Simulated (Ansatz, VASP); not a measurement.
**WS2: VASP beside Ansatz**

```xyz
9
Lattice="3.2889 0.0000 0.0000 -1.6445 2.8483 0.0000 0.0000 0.0000 20.0169" Properties=species:S:1:pos:R:3 pbc="T T T"
W     1.6445    0.9494    6.6588
W     0.0000    1.8989   13.3311
W     0.0000    0.0000   20.0034
S     0.0000    1.8989    5.1398
S     1.6445    0.9494    1.5053
S     0.0000    0.0000   11.8121
S     0.0000    1.8989    8.1776
S     1.6445    0.9494   18.4844
S     0.0000    0.0000   14.8499
```

Change from the starting cell: equal strain along all axes, cell held, atoms relaxed: +4.5 %.

Alike in both runs: functional PBEsol; k mesh 12 × 12 × 2; occupations gaussian, width 0.02 eV; no spin polarisation.

Ansatz relaxed the structure, and its values are those at the end. VASP's run is a single point on that final structure, the one shown.

|  | VASP | Ansatz |
| --- | --- | --- |
| version | VASP 6.6.1 | Ansatz 0.2.0 |
| potentials or method | VASP PAW PBE potentials, release 64 (W_sv, S), cutoff 520 eV | scalar-relativistic, plane waves, PAW |
| valence electrons in the cell | 78 | 78 |

```csv
,VASP,Ansatz,Ansatz less VASP
gap on the k mesh at the Fermi level (eV),0.60,0.58,-0.016
least direct gap on the mesh (eV),1.39,1.39,-0.003
pressure (GPa),-7.2,-7.2,-0.07
rms of the force components (eV/Å),0.009,0.000,-0.0087
```

VASP's potentials were made for PBE, not for PBEsol. The functional is the same, so the differences come from potentials, cutoffs and numerics. Ansatz's warnings: stress scf threshold loose.

Neither program's run includes spin-orbit coupling.
